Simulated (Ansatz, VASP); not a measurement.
Two plane-wave programs on Ni

INCAR

```
ALGO = Normal ; EDIFF = 1E-6
ENCUT = 600 ; GGA = PE
GGA_COMPAT = F ; ISIF = 2
ISMEAR = 0 ; ISPIN = 2
LASPH = T ; LCHARG = T
LELF = T ; LMAXMIX = 4
LORBIT = 11 ; LREAL = F
LVHAR = T ; LWAVE = F
MAGMOM = 0.81 ; NBANDS = 15
NELM = 200 ; PREC = Accurate
SIGMA = 0.27211386245988
```

The input KPOINTS:

```
k-points
0
Gamma
  8 8 8
```

Contents of POSCAR:

```
Ni
1.0
    0.0000000000      1.7679500000      1.7679500000
    1.7679500000      0.0000000000      1.7679500000
    1.7679500000      1.7679500000      0.0000000000
Ni
1
Direct
    0.0000000000      0.0000000000      0.0000000000
```

Input for Ansatz:

```yaml
crystal:
  lattice:
    - [0.0, 1.76795, 1.76795]
    - [1.76795, 0.0, 1.76795]
    - [1.76795, 1.76795, 0.0]
  atoms:
    - { symbol: Ni, position: [0.0, 0.0, 0.0], spin: 0.81 }
basis:
  ecutwfc: 420
kpoints:
  mp_grid: { grid: [8, 8, 8] }
hamiltonian:
  xc: pbe
scf:
  occupations: { method: gaussian, width: "0.02 Ry" }
  lower_state_search: "off"
output:
  forces: true
  stress: true
  eigenvalues: true
  populations: true
magnetization:
  spin_polarized: true
```

Alike in both runs: task single point; functional PBE; k mesh 8 × 8 × 8; collinear spin.

|  | VASP | Ansatz |
| --- | --- | --- |
| version | VASP 6.6.1 | Ansatz 0.2.0 |
| potentials or method | VASP PAW PBE potentials, release 64 (Ni), cutoff 600 eV | scalar-relativistic, plane waves, PAW |
| occupations | gaussian, width 0.272114 eV | gaussian |
| valence electrons in the cell | 10 | 18 |

VASP gave:

* gap on the k mesh at the Fermi level (eV): none
* pressure (GPa): -2.3
* net moment per atom (μB): 0.69
* size of the moment on the site where the two differ most (μB): 0.70

**Question.** What did Ansatz give for the same quantities?

**Answer.** gap on the k mesh at the Fermi level (eV): none; pressure (GPa): -2.2; net moment per atom (μB): 0.70; size of the moment on the site where the two differ most (μB): 0.73.

Site moments also hang on the region over which each program counts them. A gap of «none» marks a metal or a gap that the smearing closes. VASP's potentials hold 10 valence electrons a cell and Ansatz's 18, so a difference there can come from the potentials and not from the codes.

The k mesh is coarse, so the values compare programs but aren't converged.
